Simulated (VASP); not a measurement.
CdO2:

```
CELL_PARAMETERS angstrom
0.00000 2.70236 2.70236
2.70236 0.00000 2.70236
2.70236 2.70236 0.00000
ATOMIC_POSITIONS crystal
Cd 0.00000 0.00000 0.00000
O 0.75000 0.75000 0.75000
O 0.25000 0.25000 0.25000
```

| Quantity | Value |
| --- | --- |
| Program | VASP 6.6.1 |
| Task | relaxation of cell and atoms |
| Functional | PBEsol |
| Potentials or basis | VASP PAW PBE potentials, release 64 (Cd_sv_GW, O) |
| Cutoff | 600 eV |
| k mesh | 6 × 6 × 6 |
| Occupations | fermi-dirac, width 0.03 eV |
| Spin | no spin polarisation |

At the start: pressure -9.1 GPa; volume 13.16 Å³/atom.

**Question.** How do energy, volume and symmetry change on relaxing?

**Answer.** Over 3 steps the energy falls by 33.6 meV/atom and the volume is 12.06 Å³/atom (-8.3 %); space group Fm-3m (No. 225, to 0.05 Å).

The path:
```
step  energy change (eV)  largest force (eV/Å)  pressure (GPa)  volume (Å³)
   1              0.0000                0.0000           -9.09        39.47
   2             -0.0928                0.0000            3.14        35.36
   3             -0.1008                0.0000            0.01        36.19
```

Final structure:
```
Cd O
1.0
     0.00000    2.62523    2.62523
     2.62523    0.00000    2.62523
     2.62523    2.62523    0.00000
Cd O
1 2
Direct
  0.00000 0.00000 0.00000
  0.75000 0.75000 0.75000
  0.25000 0.25000 0.25000
```

Caveat: the PAW data sets were made with another functional, which shifts forces and pressure a little.
